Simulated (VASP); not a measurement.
# InPd (Pm-3m) in VASP: a series of runs, part 2 of 2

VASP 6.6.1. Earlier steps stand in the parts before.

## 3. Single point, LDA

This run uses another cell than the first one, of 18.21 Å³/atom, 1.040 times its volume.

File INCAR:

```
PREC = Accurate
ENCUT = 520
EDIFF = 1E-7
ISMEAR = -1
SIGMA = 0.15
LREAL = F
LASPH = T
NELM = 60
ALGO = Normal
ISIF = 2
LWAVE = F
LCHARG = F
NBANDS = 18
```

File KPOINTS:

```
regular mesh
0
Gamma
  9 9 9
```

File POSCAR:

```
InPd
1.0
    3.3149410560      0.0000000000      0.0000000000
    0.0000000000      3.3149410560      0.0000000000
    0.0000000000      0.0000000000      3.3149410560
In Pd
1 1
Direct
    0.0000000000      0.0000000000      0.0000000000
    0.5000000000      0.5000000000      0.5000000000
```

Potentials or basis: VASP PAW LDA potentials, release 64 (In_d, Pd).

Command:

```sh
cat potpaw_LDA.64/In_d/POTCAR potpaw_LDA.64/Pd/POTCAR > POTCAR
mpirun -np 1 vasp_std > vasp.out
```

OUTCAR:

```text
PREC = Accurate
   ENCUT = 520
   EDIFF = 1E-7
   ISMEAR = -1
   LREAL = F
   LASPH = T
   NELM = 60
   ISIF = 2

 ion  position               nearest neighbor table
   1  0.000  0.000  0.000-   2 2.87   2 2.87   2 2.87   2 2.87   2 2.87   2 2.87   2 2.87   2 2.87

   2  0.500  0.500  0.500-   1 2.87   1 2.87   1 2.87   1 2.87   1 2.87   1 2.87   1 2.87   1 2.87

  LATTYP: Found a simple cubic cell.
 ALAT       =     3.3149410560

  Lattice vectors:

 A1 = (   3.3149410560,   0.0000000000,   0.0000000000)
 A2 = (   0.0000000000,   3.3149410560,   0.0000000000)
 A3 = (   0.0000000000,   0.0000000000,   3.3149410560)

Analysis of symmetry for initial positions (statically):
=====================================================================
 Subroutine PRICEL returns:
 Original cell was already a primitive cell.

 Routine SETGRP: Setting up the symmetry group for a
 simple cubic supercell.

 Subroutine GETGRP returns: Found 48 space group operations
 (whereof 48 operations were pure point group operations)
 out of a pool of 48 trial point group operations.

The static configuration has the point symmetry O_h .

Analysis of symmetry for dynamics (positions and initial velocities):
=====================================================================
 Subroutine PRICEL returns:
 Original cell was already a primitive cell.

 Routine SETGRP: Setting up the symmetry group for a
 simple cubic supercell.

 Subroutine GETGRP returns: Found 48 space group operations
 (whereof 48 operations were pure point group operations)
 out of a pool of 48 trial point group operations.

The dynamic configuration has the point symmetry O_h .

[... 103 lines left out ...]
   NFREE  =      0    steps in history (QN), initial steepest desc. (CG)
   ISIF   =      2    stress and relaxation
   ISYM   =      2    0-nonsym 1-usesym 2-fastsym
   POTIM  = 0.5000    time-step for ionic-motion
   TEBEG  =    0.0;   TEEND  =   0.0 temperature during run
   PSTRESS=    0.0 pullay stress
   NELECT =      23.0000    total number of electrons
   NUPDOWN=      -1.0000    fix difference up-down
   EMIN   =  10.00;   EMAX   =-10.00  energy-range for DOS
   EFERMI =   0.00;   METHOD = LEGACY
   ISMEAR =    -1;   SIGMA  =   0.15  broadening in eV -4-tet -1-fermi 0-gaus
   EFERMI_NEDOS =   21; number of points for ismear=-14 and -15
   IALGO  =     38    algorithm
   IMIX   =      4    mixing-type and parameters
     AMIX     =   0.40;   BMIX     =  1.00
     AMIX_MAG =   1.60;   BMIX_MAG =  1.00
  volume/ion in A,a.u.               =      18.21       122.91
  Fermi-wavevector in a.u.,A,eV,Ry     =   1.404457  2.654038 26.837466  1.972498
  Thomas-Fermi vector in A             =   2.527016
   LORBIT       =      0    0 simple, 1 ext, 2 COOP (PROOUT), +10 PAW based schemes
   GGA     = CA    functional components
   LHFCALC =     F    Hartree Fock is set to
   AEXX    =    0.0000 exact exchange contribution
   IVDW    =     0    specifies the selected vdW correction
   LEPSILON=     F    determine dielectric tensor
   LRPA    =     F    only Hartree local field effects (RPA)
 non-spin polarized calculation
  energy-cutoff  :      520.00
  volume of cell :       36.43
 maximum number of plane-waves:       993
 NGX is ok and might be reduce to    28
   NGX = 13   NGY = 13   NGZ = 13

 number of electron      23.0000001 magnetization

 Free energy of the ion-electron system (eV)
  ---------------------------------------------------
  ext. energy  EPLUGINS =         0.00000000
  ---------------------------------------------------
  free energy    TOTEN  =       -10.71557461 eV

  energy without entropy =      -10.65347555  energy(sigma->0) =      -10.68452508

 E-fermi :   9.6378     XC(G=0): -12.3186

 val. band max:        9.5821783334   @ k =   0.3333   0.2222   0.0000
 cond. band min:       9.6682709762   @ k =   0.4444   0.4444   0.3333
 fundamental gap:      0.0860926428
 Fermi energy:         9.6378458133

 k-point     1 :       0.0000    0.0000    0.0000
  band No.  band energies     occupation
      1      -5.1258      2.00000
      2      -5.1258      2.00000
      3      -4.7579      2.00000
      4      -4.7579      2.00000
      5      -4.7579      2.00000
      6      -0.1620      2.00000
[... 481 lines left out ...]
      5      -4.6511      2.00000
      6       3.4781      2.00000
[... 10 lines left out ...]
     17      20.9281      0.00000
     18      22.6774      0.00000

 [... further k-points ...]
[... 5 lines left out ...]
  --------------------------------------------------------------------------------------
  -------------------------------------------------------------------------------------
  Total       -2.3083121     -2.3083121     -2.3083121     -0.0000000     -0.0000000     -0.0000000
  in kB     -101.5260941   -101.5260941   -101.5260941     -0.0000000     -0.0000000     -0.0000000
  external PRESSURE =    -101.5260941 kB  Pullay stress =       0.0000000 kB

 VOLUME and BASIS-vectors are now :
 -----------------------------------------------------------------------------
  energy-cutoff  :      520.00
  volume of cell :       36.43
      direct lattice vectors                 reciprocal lattice vectors
     3.314941056  0.000000000  0.000000000     0.301664489  0.000000000  0.000000000
     0.000000000  3.314941056  0.000000000     0.000000000  0.301664489  0.000000000
     0.000000000  0.000000000  3.314941056     0.000000000  0.000000000  0.301664489

 POSITION                                       TOTAL-FORCE (eV/Angst)
 -----------------------------------------------------------------------------------
      0.00000      0.00000      0.00000         0.000000      0.000000      0.000000
      1.65747      1.65747      1.65747         0.000000      0.000000      0.000000
 -----------------------------------------------------------------------------------
    total drift:                               -0.000000      0.000000      0.000000

  FREE ENERGIE OF THE ION-ELECTRON SYSTEM (eV)
  ---------------------------------------------------
  free  energy   TOTEN  =       -10.7155746084 eV

  energy  without entropy=      -10.6534755461  energy(sigma->0) =      -10.68452508
```

OSZICAR:

```text
N       E                     dE             d eps       ncg     rms          rms(c)
DAV:   1     0.168592779894E+03    0.16859E+03   -0.11184E+04  1286   0.162E+03
DAV:   2    -0.147731673343E+01   -0.17007E+03   -0.16327E+03  1270   0.367E+02
DAV:   3    -0.107349426264E+02   -0.92576E+01   -0.91584E+01  1434   0.905E+01
DAV:   4    -0.109430312300E+02   -0.20809E+00   -0.20793E+00  1526   0.121E+01
DAV:   5    -0.109526365795E+02   -0.96053E-02   -0.96050E-02  1698   0.251E+00    0.611E+00
DAV:   6    -0.107639204591E+02    0.18872E+00   -0.46915E-01  1422   0.853E+00    0.282E+00
DAV:   7    -0.107266584285E+02    0.37262E-01   -0.66179E-02  1624   0.422E+00    0.145E+00
DAV:   8    -0.107166059373E+02    0.10052E-01   -0.26245E-02  1454   0.133E+00    0.369E-01
DAV:   9    -0.107156173616E+02    0.98858E-03   -0.17307E-03  1654   0.668E-01    0.888E-02
DAV:  10    -0.107155779211E+02    0.39441E-04   -0.32974E-05  1824   0.712E-02    0.358E-02
DAV:  11    -0.107155746564E+02    0.32646E-05   -0.42746E-06  1486   0.172E-02    0.109E-02
DAV:  12    -0.107155746084E+02    0.47980E-07   -0.22247E-07  1384   0.440E-03
   1 F= -.10715575E+02 E0= -.10684525E+02  d E =-.620991E-01
```

Run time: 21 s. Hardware: 1 thread of Intel Xeon Platinum 8488C (Sapphire Rapids), shared host; peak memory 0.15 GiB.

Results:

```yaml
Free_energy: -10.7156 eV
Pressure: -10.2 GPa
```

Levels at points of the mesh, in eV from the Fermi level:
```tsv
k point	band 7	band 8	band 9	band 10	band 11	band 12	band 13	band 14	band 15	band 16
(0.00, 0.00, 0.00)	-3.64	-3.64	-2.21	-2.21	-2.21	4.07	4.07	4.07	8.75	10.43
```

Caveat: spin-orbit coupling is left out, which moves the levels of the heavy elements.

## 4. Single point, LDA

This run uses another cell than the first one, of 18.91 Å³/atom, 1.080 times its volume.

File INCAR:

```
SYSTEM = InPd
PREC = Accurate
ENCUT = 520
EDIFF = 1E-6
ISMEAR = -1
SIGMA = 0.15
LREAL = .False.
LASPH = .True.
NELM = 60
ALGO = Normal
ISIF = 2
LWAVE = .False.
LCHARG = .False.
GGA = CA
NBANDS = 18
```

File KPOINTS:

```
Automatic mesh
0
Gamma
  9 9 9
  0 0 0
```

File POSCAR:

```
InPd
1.0
    3.3569067902      0.0000000000      0.0000000000
    0.0000000000      3.3569067902      0.0000000000
    0.0000000000      0.0000000000      3.3569067902
In Pd
1 1
Direct
    0.0000000000      0.0000000000      0.0000000000
    0.5000000000      0.5000000000      0.5000000000
```

Potentials or basis: VASP PAW LDA potentials, release 64 (In_d, Pd).

Command:

```sh
cat potpaw_LDA.64/In_d/POTCAR potpaw_LDA.64/Pd/POTCAR > POTCAR
mpirun -np 1 vasp_std > vasp.out
```

OUTCAR:

```text
SYSTEM = InPd
   PREC = Accurate
   ENCUT = 520
   EDIFF = 1E-6
   ISMEAR = -1
   LREAL = .False.
   LASPH = .True.
   NELM = 60
   ISIF = 2
   GGA = CA

 ion  position               nearest neighbor table
   1  0.000  0.000  0.000-   2 2.91   2 2.91   2 2.91   2 2.91   2 2.91   2 2.91   2 2.91   2 2.91

   2  0.500  0.500  0.500-   1 2.91   1 2.91   1 2.91   1 2.91   1 2.91   1 2.91   1 2.91   1 2.91

  LATTYP: Found a simple cubic cell.
 ALAT       =     3.3569067902

  Lattice vectors:

[... 191 lines left out ...]
      5      -5.2620      2.00000
      6      -0.4200      2.00000
[... 481 lines left out ...]
      5      -5.1657      2.00000
      6       3.1130      2.00000
[... 10 lines left out ...]
     17      20.1771      0.00000
     18      21.8742      0.00000

 [... further k-points ...]
[... 5 lines left out ...]
  --------------------------------------------------------------------------------------
  -------------------------------------------------------------------------------------
  Total       -3.0945284     -3.0945284     -3.0945284     -0.0000000     -0.0000000     -0.0000000
  in kB     -131.0651430   -131.0651430   -131.0651430     -0.0000000     -0.0000000     -0.0000000
  external PRESSURE =    -131.0651430 kB  Pullay stress =       0.0000000 kB

 VOLUME and BASIS-vectors are now :
 -----------------------------------------------------------------------------
  energy-cutoff  :      520.00
  volume of cell :       37.83
      direct lattice vectors                 reciprocal lattice vectors
     3.356906790  0.000000000  0.000000000     0.297893288  0.000000000  0.000000000
     0.000000000  3.356906790  0.000000000     0.000000000  0.297893288  0.000000000
     0.000000000  0.000000000  3.356906790     0.000000000  0.000000000  0.297893288

 POSITION                                       TOTAL-FORCE (eV/Angst)
 -----------------------------------------------------------------------------------
      0.00000      0.00000      0.00000         0.000000      0.000000      0.000000
      1.67845      1.67845      1.67845         0.000000      0.000000      0.000000
 -----------------------------------------------------------------------------------
    total drift:                               -0.000000      0.000000      0.000000

  FREE ENERGIE OF THE ION-ELECTRON SYSTEM (eV)
  ---------------------------------------------------
  free  energy   TOTEN  =       -10.6139126519 eV

  energy  without entropy=      -10.5514822669  energy(sigma->0) =      -10.58269746
```

OSZICAR:

```text
N       E                     dE             d eps       ncg     rms          rms(c)
DAV:   1     0.167738595387E+03    0.16774E+03   -0.11175E+04  1280   0.164E+03
DAV:   2    -0.131401107573E+01   -0.16905E+03   -0.16200E+03  1290   0.366E+02
DAV:   3    -0.106186309706E+02   -0.93046E+01   -0.91929E+01  1452   0.901E+01
DAV:   4    -0.108251149923E+02   -0.20648E+00   -0.20634E+00  1506   0.122E+01
DAV:   5    -0.108354865447E+02   -0.10372E-01   -0.10371E-01  1732   0.264E+00    0.556E+00
DAV:   6    -0.106588066988E+02    0.17668E+00   -0.44339E-01  1402   0.822E+00    0.256E+00
DAV:   7    -0.106244325861E+02    0.34374E-01   -0.64947E-02  1636   0.393E+00    0.134E+00
DAV:   8    -0.106148780930E+02    0.95545E-02   -0.26369E-02  1422   0.131E+00    0.349E-01
DAV:   9    -0.106139508292E+02    0.92726E-03   -0.16501E-03  1662   0.640E-01    0.828E-02
DAV:  10    -0.106139162586E+02    0.34571E-04   -0.31160E-05  1790   0.658E-02    0.332E-02
DAV:  11    -0.106139126997E+02    0.35589E-05   -0.44665E-06  1464   0.173E-02    0.978E-03
DAV:  12    -0.106139126519E+02    0.47729E-07   -0.18471E-07   716   0.429E-03
   1 F= -.10613913E+02 E0= -.10582697E+02  d E =-.624304E-01
```

Run time: 15 s. Hardware: 1 thread of Intel Xeon Platinum 8488C (Sapphire Rapids), shared host; peak memory 0.15 GiB.

What came out:

```
Free energy : -10.6139 eV
Pressure    : -13.1 GPa
```

Levels at points of the mesh, in eV from the Fermi level:
| k point | band 9 | band 10 | band 11 | band 12 | band 13 | band 14 |
| --- | --- | --- | --- | --- | --- | --- |
| (0.00, 0.00, 0.00) | -2.11 | -2.11 | -2.11 | 4.02 | 4.02 | 4.02 |

Caveat: spin-orbit coupling is left out, which moves the levels of the heavy elements.

## 5. The runs side by side

| cell | gap on the mesh (eV) | pressure (GPa) |
| --- | --- | --- |
| a = 3.272 Å, 2 atoms | none | -6.2 |
| a = 3.315 Å, 2 atoms | none | -10.2 |
| a = 3.357 Å, 2 atoms | none | -13.1 |

Alike in all rows: task single point; level LDA; potentials or basis VASP PAW LDA potentials, release 64 (In_d, Pd); no spin polarisation; k mesh 9 × 9 × 9; cutoff (eV) 520; smearing fermi-dirac 0.15 eV.

Caveats: spin-orbit coupling is left out, which moves the levels of the heavy elements.

Absolute energies hang on the potentials; compare differences alone.
